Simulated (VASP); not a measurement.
# TiSi16 (a cell with a defect) in VASP: single point with LDA

Aim: the single point of TiSi16 (a cell with a defect) with LDA.

All numbers are computed with VASP 6.6.1; they aren't measurements. Logs are shortened: lines on timing, memory, paths and dates and some standing lists are left out, and cuts for length are marked.

## 1. The cell of the first run

The cell holds a defect, 17 atoms: a = 7.679 Å, b = 7.679 Å, c = 7.679 Å, α = 60.00°, β = 60.00°, γ = 60.00°.

## 2. Single point, LDA

INCAR reads:

```
PREC     = Accurate       # precision mode
ENCUT    = 520            # plane-wave cutoff, eV
EDIFF    = 1E-6           # SCF threshold, eV
ISMEAR   = -1             # smearing method
SIGMA    = 0.05           # smearing width, eV
LREAL    = Auto         
LASPH    = True           # aspherical terms in the spheres
NELM     = 80             # most SCF steps
ALGO     = Normal         # electronic algorithm
ISIF     = 2              # what is computed and relaxed
LWAVE    = False          # write WAVECAR
LCHARG   = False          # write CHGCAR
GGA      = CA             # functional
NBANDS   = 52             # bands
```

KPOINTS reads:

```
regular mesh
0
Gamma
  2 2 2
```

POSCAR reads:

```
TiSi16
1.0
    0.0000000000      5.4300000000      5.4300000000
    5.4300000000      0.0000000000      5.4300000000
    5.4300000000      5.4300000000      0.0000000000
Si Ti
16 1
Direct
    0.0042132670      0.0034479856     -0.0108849586
    0.1288686825      0.1279836495      0.1216314122
    0.0041544847      0.0034553569      0.5033854547
    0.1255329124      0.1248798621      0.6248317574
   -0.0035462496      0.5013112314      0.0012139408
    0.1289084056      0.6217345803      0.1216697706
    0.0042480395      0.4891759705      0.5033651925
    0.1288843685      0.6217052568      0.6278850610
    0.5021729486     -0.0045176870      0.0012741674
    0.6224582407      0.1280919237      0.1216936159
    0.4898303313      0.0035417642      0.5034242376
    0.6224128344      0.1280836555      0.6279695034
    0.5022103538      0.5013977613      0.0012924396
    0.6258713470      0.6248853701      0.1247522480
    0.5021865095      0.5013849000      0.4953526047
    0.6224790255      0.6217787927      0.6279818666
    0.8755999987      0.8749023265      0.3748242864
```

Potentials or basis: VASP PAW LDA potentials, release 64 (Si, Ti_sv).

Started as:

```
> cat potpaw_LDA.64/Si/POTCAR potpaw_LDA.64/Ti_sv/POTCAR > POTCAR
> mpirun -np 1 vasp_std > vasp.out
```

OUTCAR:

```text
PREC = Accurate
   ENCUT = 520
   EDIFF = 1E-6
   ISMEAR = -1
   LREAL = Auto
   LASPH = True
   NELM = 80
   ISIF = 2
   GGA = CA

 ion  position               nearest neighbor table
   1  0.004  0.003  0.989-   4 2.28   2 2.39   6 2.39  10 2.39  17 2.42
   2  0.129  0.128  0.122-   9 2.34   5 2.34   1 2.39   3 2.39  17 2.75
   3  0.004  0.003  0.503-   4 2.28  12 2.39   8 2.39   2 2.39  17 2.42
   4  0.126  0.125  0.625-   3 2.28   1 2.28   7 2.28  11 2.28
   5  0.996  0.501  0.001-  14 2.32   2 2.34   8 2.34   6 2.34
   6  0.129  0.622  0.122-  13 2.34   5 2.34   7 2.39   1 2.39  17 2.75
   7  0.004  0.489  0.503-   4 2.28   8 2.39   6 2.39  16 2.39  17 2.42
   8  0.129  0.622  0.628-  15 2.34   5 2.34   7 2.39   3 2.39  17 2.75
   9  0.502  0.995  0.001-  14 2.32   2 2.34  12 2.34  10 2.34
  10  0.622  0.128  0.122-  13 2.34   9 2.34  11 2.39   1 2.39  17 2.75
  11  0.490  0.004  0.503-   4 2.28  12 2.39  10 2.39  16 2.39  17 2.42
  12  0.622  0.128  0.628-  15 2.34   9 2.34  11 2.39   3 2.39  17 2.75
  13  0.502  0.501  0.001-  14 2.32   6 2.34  10 2.34  16 2.34
  14  0.626  0.625  0.125-   5 2.32   9 2.32  15 2.32  13 2.32
  15  0.502  0.501  0.495-  14 2.32   8 2.34  12 2.34  16 2.34
  16  0.622  0.622  0.628-  13 2.34  15 2.34  11 2.39   7 2.39  17 2.75
  17  0.876  0.875  0.375-   3 2.42   1 2.42   7 2.42  11 2.42  16 2.75  10 2.75   6 2.75  12 2.75
                             8 2.75   2 2.75

  LATTYP: Found a face centered cubic cell.
 ALAT       =    10.8600000000

  Lattice vectors:

 A1 = (   0.0000000000,   5.4300000000,   5.4300000000)
 A2 = (   5.4300000000,   0.0000000000,   5.4300000000)
 A3 = (   5.4300000000,   5.4300000000,   0.0000000000)

Analysis of symmetry for initial positions (statically):
=====================================================================
 Subroutine PRICEL returns:
 Original cell was already a primitive cell.

 Routine SETGRP: Setting up the symmetry group for a
 face centered cubic supercell.

 Subroutine GETGRP returns: Found  1 space group operations
 (whereof  1 operations were pure point group operations)
 out of a pool of 48 trial point group operations.

The static configuration has the point symmetry C_1 .

Analysis of symmetry for dynamics (positions and initial velocities):
=====================================================================
 Subroutine PRICEL returns:
 Original cell was already a primitive cell.

 Routine SETGRP: Setting up the symmetry group for a
 face centered cubic supercell.

 Subroutine GETGRP returns: Found  1 space group operations
 (whereof  1 operations were pure point group operations)
 out of a pool of 48 trial point group operations.

The dynamic configuration has the point symmetry C_1 .

 Subroutine INISYM returns: Found  1 space group operations
 (whereof  1 operations are pure point group operations),
 and found     1 'primitive' translations

----------------------------------------------------------------------------------------

                                     Primitive cell

  volume of cell :     320.2060

  direct lattice vectors                    reciprocal lattice vectors
     0.000000000  5.430000000  5.430000000    -0.092081031  0.092081031  0.092081031
     5.430000000  0.000000000  5.430000000     0.092081031 -0.092081031  0.092081031
     5.430000000  5.430000000  0.000000000     0.092081031  0.092081031 -0.092081031

  length of vectors
     7.679179644  7.679179644  7.679179644     0.159489025  0.159489025  0.159489025

  position of ions in fractional coordinates (direct lattice)
     0.004213267  0.003447986  0.989115041
     0.128868682  0.127983650  0.121631412
     0.004154485  0.003455357  0.503385455
     0.125532912  0.124879862  0.624831757
     0.996453750  0.501311231  0.001213941
     0.128908406  0.621734580  0.121669771
[... 9 lines left out ...]
     0.622479025  0.621778793  0.627981867
     0.875599999  0.874902326  0.374824286

  ion indices of the primitive-cell ions
   primitive index   ion index
                 1           1
                 2           2
                 3           3
                 4           4
                 5           5
                 6           6
[... 9 lines left out ...]
                16          16
                17          17

----------------------------------------------------------------------------------------

 KPOINTS: regular mesh

Automatic generation of k-mesh.
 Grid dimensions read from file:
 generate k-points for:    2    2    2

 Generating k-lattice:

  Cartesian coordinates                     Fractional coordinates (reciprocal lattice)
    -0.046040516  0.046040516  0.046040516     0.500000000  0.000000000  0.000000000
     0.046040516 -0.046040516  0.046040516     0.000000000  0.500000000  0.000000000
     0.046040516  0.046040516 -0.046040516     0.000000000  0.000000000  0.500000000

  Length of vectors
     0.079744512  0.079744512  0.079744512

  Shift w.r.t. Gamma in fractional coordinates (k-lattice)
     0.000000000  0.000000000  0.000000000

 Subroutine IBZKPT returns following result:
 ===========================================

 Found      8 irreducible k-points:

 Following reciprocal coordinates:
            Coordinates               Weight
  0.000000  0.000000  0.000000      1.000000
  0.500000  0.000000  0.000000      1.000000
  0.000000  0.500000  0.000000      1.000000
  0.000000  0.000000  0.500000      1.000000
  0.500000  0.500000  0.500000      1.000000
  0.500000  0.500000  0.000000      1.000000
  0.000000  0.500000  0.500000      1.000000
  0.500000  0.000000  0.500000      1.000000
   k-points           NKPTS =      8   k-points in BZ     NKDIM =      8   number of bands    NBANDS=     52
   number of dos      NEDOS =    301   number of ions     NIONS =     17
   total plane-waves  NPLWV = 216000
   dimension x,y,z NGX =    60 NGY =   60 NGZ =   60
   dimension x,y,z NGXF=   120 NGYF=  120 NGZF=  120
   ions per type =              16   1
   NGX,Y,Z   is equivalent  to a cutoff of  12.99, 12.99, 12.99 a.u.
   NGXF,Y,Z  is equivalent  to a cutoff of  25.98, 25.98, 25.98 a.u.
 SYSTEM =  unknown system
   PREC   = accura    normal or accurate (medium, high low for compatibility)
   ISTART =      0    job   : 0-new  1-cont  2-samecut
   ICHARG =      2    charge: 1-file 2-atom 10-const
   ISPIN  =      1    spin polarized calculation?
   LNONCOLLINEAR =      F non collinear calculations
   LSORBIT =      F    spin-orbit coupling
   LASPH  =      T    aspherical Exc in radial PAW
   ENCUT  =  520.0 eV  38.22 Ry    6.18 a.u.  14.28 14.28 14.28*2*pi/ulx,y,z
   NELM   =     80;   NELMIN=  2; NELMDL= -5     # of ELM steps
   EDIFF  = 0.1E-05   stopping-criterion for ELM
   LREAL  =      T    real-space projection
   EDIFFG = 0.1E-04   stopping-criterion for IOM
   NSW    =      0    number of steps for IOM
   IBRION =     -1    ionic relax: 0-MD 1-quasi-New 2-CG
   NFREE  =      0    steps in history (QN), initial steepest desc. (CG)
   ISIF   =      2    stress and relaxation
   ISYM   =      2    0-nonsym 1-usesym 2-fastsym
   POTIM  = 0.5000    time-step for ionic-motion
   TEBEG  =    0.0;   TEEND  =   0.0 temperature during run
   PSTRESS=    0.0 pullay stress
   NELECT =      76.0000    total number of electrons
   NUPDOWN=      -1.0000    fix difference up-down
   EMIN   =  10.00;   EMAX   =-10.00  energy-range for DOS
   EFERMI =   0.00;   METHOD = LEGACY
   ISMEAR =    -1;   SIGMA  =   0.05  broadening in eV -4-tet -1-fermi 0-gaus
   EFERMI_NEDOS =   21; number of points for ismear=-14 and -15
   IALGO  =     38    algorithm
   IMIX   =      4    mixing-type and parameters
     AMIX     =   0.40;   BMIX     =  1.00
     AMIX_MAG =   1.60;   BMIX_MAG =  1.00
  volume/ion in A,a.u.               =      18.84       127.11
  Fermi-wavevector in a.u.,A,eV,Ry     =   1.013607  1.915439 13.978610  1.027399
  Thomas-Fermi vector in A             =   2.146786
   LORBIT       =      0    0 simple, 1 ext, 2 COOP (PROOUT), +10 PAW based schemes
   GGA     = CA    functional components
   LHFCALC =     F    Hartree Fock is set to
   AEXX    =    0.0000 exact exchange contribution
   IVDW    =     0    specifies the selected vdW correction
   LEPSILON=     F    determine dielectric tensor
   LRPA    =     F    only Hartree local field effects (RPA)
 non-spin polarized calculation
  energy-cutoff  :      520.00
  volume of cell :      320.21
 maximum number of plane-waves:      8646
 NGX is ok and might be reduce to    60
   NGX = 29   NGY = 29   NGZ = 29

 number of electron      75.9999998 magnetization

 Free energy of the ion-electron system (eV)
  ---------------------------------------------------
  ext. energy  EPLUGINS =         0.00000000
  ---------------------------------------------------
  free energy    TOTEN  =      -102.09043732 eV

  energy without entropy =     -101.99489818  energy(sigma->0) =     -102.04266775

 E-fermi :   6.8062     XC(G=0):  -9.9266

 val. band max:        6.7743555461   @ k =   0.5000   0.5000   0.0000
 cond. band min:       6.8512510506   @ k =   0.0000   0.0000   0.5000
 fundamental gap:      0.0768955045
 Fermi energy:         6.8062168222

 k-point     1 :       0.0000    0.0000    0.0000
  band No.  band energies     occupation
      1     -49.2525      2.00000
      2     -26.0162      2.00000
      3     -26.0162      2.00000
      4     -26.0160      2.00000
      5      -5.7678      2.00000
      6      -3.5433      2.00000
[... 42 lines left out ...]
     49       8.0708      0.00000
     50       8.3774      0.00000

 k-point     2 :       0.5000    0.0000    0.0000
  band No.  band energies     occupation
      1     -49.2525      2.00000
      2     -26.0162      2.00000
      3     -26.0162      2.00000
      4     -26.0160      2.00000
      5      -5.0590      2.00000
      6      -4.8497      2.00000
[... 310 lines left out ...]
 k-point     8 :       0.5000    0.0000    0.5000
  band No.  band energies     occupation
      1     -49.2525      2.00000
      2     -26.0162      2.00000
      3     -26.0162      2.00000
      4     -26.0160      2.00000
      5      -4.7314      2.00000
      6      -4.6582      2.00000
[... 42 lines left out ...]
     49       9.7350      0.00000
     50      10.4217      0.00000
 [bands above 50 left out]

------------------------ aborting loop because EDIFF is reached ----------------------------------------

  FORCE on cell =-STRESS in cart. coord.  units (eV):
  Direction    XX          YY          ZZ          XY          YZ          ZX
  --------------------------------------------------------------------------------------
  -------------------------------------------------------------------------------------
  Total        0.2784477      0.2830034      0.2860381     -0.0045008      0.0106794     -0.0055527
  in kB        1.3932363      1.4160307      1.4312156     -0.0225200      0.0534352     -0.0277836
  external PRESSURE =       1.4134942 kB  Pullay stress =       0.0000000 kB

 VOLUME and BASIS-vectors are now :
 -----------------------------------------------------------------------------
  energy-cutoff  :      520.00
  volume of cell :      320.21
      direct lattice vectors                 reciprocal lattice vectors
     0.000000000  5.430000000  5.430000000    -0.092081031  0.092081031  0.092081031
     5.430000000  0.000000000  5.430000000     0.092081031 -0.092081031  0.092081031
     5.430000000  5.430000000  0.000000000     0.092081031  0.092081031 -0.092081031

 POSITION                                       TOTAL-FORCE (eV/Angst)
 -----------------------------------------------------------------------------------
      5.38962      5.39377      0.04160        -0.005415     -0.005625      0.006011
      1.35541      1.36022      1.39471         0.001364     -0.000289     -0.000349
      2.75215      2.75594      0.04132         0.003830      0.005243      0.005660
      4.07093      4.07448      1.35974         0.002546     -0.001428     -0.001047
      2.72871      5.41734      8.13286        -0.001022      0.000334      0.000275
      4.03669      1.36064      4.07599        -0.000840     -0.001121     -0.000440
[... 9 lines left out ...]
      6.78620      6.79000      6.75632         0.000586     -0.000210      0.000121
      6.78602      6.78980      9.50523        -0.005896      0.006628      0.004841
 -----------------------------------------------------------------------------------
    total drift:                               -0.003121      0.003019      0.001545

  FREE ENERGIE OF THE ION-ELECTRON SYSTEM (eV)
  ---------------------------------------------------
  free  energy   TOTEN  =      -102.0904373243 eV

  energy  without entropy=     -101.9948981759  energy(sigma->0) =     -102.04266775
```

It took 4.2 min on 1 thread of Intel Xeon 6975P-C, shared host; peak memory 0.39 GiB.

Results:

| Quantity | Value |
| --- | --- |
| Free energy | -102.0904 eV |
| Pressure | 0.1 GPa |
| Largest force | 0.010 eV/Å |
| Band gap on the k mesh | zero (band 38 reaches 6.85 eV, above the bottom of band 39 at 6.44 eV) |

Forces in eV/Å, atoms in the order of the input:
```
Si  -0.005 -0.006  0.006
Si   0.001  0.000  0.000
Si   0.004  0.005  0.006
Si   0.003 -0.001 -0.001
Si  -0.001  0.000  0.000
Si  -0.001 -0.001  0.000
Si  -0.005  0.006 -0.006
Si   0.002  0.000  0.000
Si  -0.001  0.001 -0.001
Si   0.001  0.000  0.000
Si   0.005 -0.005 -0.005
Si   0.001  0.000  0.000
Si   0.002  0.000  0.000
Si   0.002 -0.004 -0.005
Si   0.000  0.000  0.001
Si   0.001  0.000  0.000
Ti  -0.006  0.007  0.005
```

Caveat: the k points lie up to 0.50 Å⁻¹ apart.
